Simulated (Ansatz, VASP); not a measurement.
**TiPt3: VASP beside Ansatz**

INCAR

```
ALGO     = Normal         # electronic algorithm
EDIFF    = 1E-6           # SCF threshold, eV
ENCUT    = 500            # plane-wave cutoff, eV
GGA      = PS             # functional
GGA_COMPAT= False        
ISIF     = 2              # what is computed and relaxed
ISMEAR   = 0              # smearing method
LASPH    = True           # aspherical terms in the spheres
LCHARG   = True           # write CHGCAR
LELF     = True           # ELF
LREAL    = False          # projectors in reciprocal space
LVHAR    = True         
LWAVE    = False          # write WAVECAR
NBANDS   = 29             # bands
NELM     = 120            # most SCF steps
PREC     = Accurate       # precision mode
SIGMA    = 0.1            # smearing width, eV
```

Contents of KPOINTS:

```
k-points
0
Gamma
  12 12 12
```

Contents of POSCAR:

```
TiPt3
1.0
    3.8776034058      0.0000000000      0.0000000000
    0.0000000000      3.8776034058      0.0000000000
    0.0000000000      0.0000000000      3.8776034058
Ti Pt
1 3
Direct
    0.0000000000      0.0000000000      0.0000000000
    0.5000000000      0.5000000000      0.0000000000
    0.5000000000      0.0000000000      0.5000000000
    0.0000000000      0.5000000000      0.5000000000
```

Input for Ansatz:

```yaml
crystal:
  lattice:
    - [3.8776034058, 0.0, 0.0]
    - [0.0, 3.8776034058, 0.0]
    - [0.0, 0.0, 3.8776034058]
  atoms:
    - { symbol: Ti, position: [0.0, 0.0, 0.0] }
    - { symbol: Pt, position: [0.5, 0.5, 0.0] }
    - { symbol: Pt, position: [0.5, 0.0, 0.5] }
    - { symbol: Pt, position: [0.0, 0.5, 0.5] }
basis:
  ecutwfc: 420
kpoints:
  mp_grid: { grid: [12, 12, 12] }
hamiltonian:
  xc: pbesol
scf:
  occupations: { method: gaussian, width: 0.1 }
output:
  forces: true
  stress: true
  eigenvalues: true
```

Alike in both runs: task single point; functional PBEsol; k mesh 12 × 12 × 12; occupations gaussian, width 0.1 eV; no spin polarisation.

```csv
,VASP,Ansatz
version,VASP 6.6.1,Ansatz 0.2.0
potentials or method,"VASP PAW PBE potentials, release 64 (Ti_sv, Pt), cutoff 500 eV","scalar-relativistic, plane waves, PAW"
valence electrons in the cell,42,66
```

Ansatz gave:

* gap on the k mesh at the Fermi level (eV): none
* pressure (GPa): 4.7

Question: Estimate VASP's values.

Answer: gap on the k mesh at the Fermi level (eV): none; pressure (GPa): 4.4.

VASP's potentials were made for PBE, not for PBEsol. A gap of «none» marks a metal or a gap that the smearing closes. With one functional, cell and mesh, what is left measures potentials, basis and numerics. VASP's potentials hold 42 valence electrons a cell and Ansatz's 66, so a difference there can come from the potentials and not from the codes.

Neither program's run includes spin-orbit coupling.
